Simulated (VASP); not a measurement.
The system is Li3Mg5.

```
CELL_PARAMETERS angstrom
0.00000 4.48875 4.48875
4.48875 0.00000 4.48875
4.48875 4.48875 0.00000
ATOMIC_POSITIONS crystal
Mg 0.00000 0.00000 0.00000
Mg 0.00000 0.00000 0.50000
Mg 0.00000 0.50000 0.50000
Mg 0.50000 0.50000 0.00000
Mg 0.50000 0.50000 0.50000
Li 0.00000 0.50000 0.00000
Li 0.50000 0.00000 0.00000
Li 0.50000 0.00000 0.50000
```

* Program: VASP 6.6.1
* Task: relaxation of cell and atoms
* Functional: PBEsol
* Potentials or basis: VASP PAW PBE potentials, release 64 (Mg, Li_sv)
* Cutoff: 750 eV
* k mesh: 5 × 5 × 5
* Occupations: fermi-dirac, width 0.1 eV
* Spin: no spin polarisation

At the start: pressure -1.7 GPa; volume 22.61 Å³/atom.

Task: How do energy, volume and symmetry change on relaxing?

Result: Over 17 steps the energy falls by 18.6 meV/atom and the volume is 20.68 Å³/atom (-8.5 %); space group I4/mmm (No. 139, to 0.1 Å) before and after.

Step by step:
| step | energy change (eV) | largest force (eV/Å) | pressure (GPa) | volume (Å³) |
| --- | --- | --- | --- | --- |
| 1 | 0.0000 | 0.0000 | -1.73 | 180.89 |
| 2 | -0.0538 | 0.0000 | -0.92 | 174.56 |
| 3 | -0.0727 | 0.0000 | -0.05 | 168.81 |
| 4 | -0.0728 | 0.0000 | 0.03 | 168.30 |
| 5 | -0.0750 | 0.0000 | 0.03 | 168.24 |
| 6 | -0.0817 | 0.0000 | 0.04 | 168.04 |
| 7 | -0.0948 | 0.0000 | 0.05 | 167.58 |
| 8 | -0.1040 | 0.0000 | 0.14 | 166.37 |
| 9 | -0.1046 | 0.0000 | 0.17 | 166.15 |
| 10 | -0.1076 | 0.0000 | 0.21 | 165.66 |
| 11 | -0.1235 | 0.0000 | 0.31 | 164.57 |
| 12 | -0.1414 | 0.0000 | 0.65 | 161.89 |
| 13 | -0.1440 | 0.0000 | 0.55 | 162.52 |
| 14 | -0.1479 | 0.0000 | 0.24 | 164.07 |
| 15 | -0.1481 | 0.0000 | 0.14 | 164.59 |
| 16 | -0.1486 | 0.0000 | 0.11 | 164.81 |
| 17 | -0.1492 | 0.0000 | 0.01 | 165.43 |

Final structure:
```xyz
8
Lattice="0.0000 4.7348 3.6896 4.7348 0.0000 3.6896 4.7348 4.7348 0.0000" Properties=species:S:1:pos:R:3 pbc="T T T"
Mg    0.0000    0.0000    0.0000
Mg    2.3674    2.3674    0.0000
Mg    4.7348    2.3674    1.8448
Mg    2.3674    2.3674    3.6896
Mg    4.7348    4.7348    3.6896
Li    7.1022    4.7348    1.8448
Li    4.7348    2.3674    5.5344
Li    2.3674    4.7348    1.8448
```

Caveat: the PAW data sets were made with another functional, which shifts forces and pressure a little.
